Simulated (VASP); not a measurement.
# Sr: single point with PBE

The system is Sr, a wire with vacuum.

```
CELL_PARAMETERS angstrom
15.00000 0.00000 0.00000
0.00000 15.30000 0.00000
0.00000 0.00000 4.33282
ATOMIC_POSITIONS crystal
Sr 0.70212 0.69696 0.00000
Sr 0.29241 0.49842 0.50000
Sr 0.73551 0.45592 0.50000
Sr 0.49676 0.29710 0.50000
Sr 0.45641 0.73112 0.50000
Sr 0.51764 0.51741 0.00000
```

| Quantity | Value |
| --- | --- |
| Program | VASP 6.6.1 |
| Task | single point |
| Functional | PBE |
| Potentials or basis | VASP PAW PBE potentials, release 64 (Sr_sv) |
| Cutoff | 520 eV |
| k mesh | 1 × 1 × 6 |
| Occupations | gaussian, width 0.05 eV |
| Spin | no spin polarisation |
| Dipole correction | no |
| Further INCAR settings | ALGO = Fast; EDIFF = 1e-06; NBANDS = 39 |

```json
{
  "Largest force": "0.011 eV/Å",
  "Band gap on the k mesh": "zero (band 30 reaches -0.88 eV, above the bottom of band 31 at -0.95 eV)"
}
```

Forces in eV/Å, atoms in the order of the input:
```
Sr  -0.001 -0.002  0.000
Sr  -0.010 -0.002  0.000
Sr   0.008  0.003  0.000
Sr  -0.003 -0.011  0.000
Sr   0.003  0.008  0.000
Sr   0.003  0.003  0.000
```

Levels at points of the mesh, in eV from the Fermi level:
```
           k point  band 27  band 28  band 29  band 30  band 31  band 32  band 33  band 34
(0.00, 0.00, 0.00)    -2.04    -1.32    -1.12    -0.87     0.12     0.38     0.41     0.48
(0.00, 0.00, 0.50)    -0.57    -0.56    -0.29     0.07     0.07     0.21     0.37     0.58
```

Wall time 5.8 min on 1 thread of Intel(R) Xeon(R) 6975P-C (Granite Rapids) (shared host), peak memory 0.89 GiB.
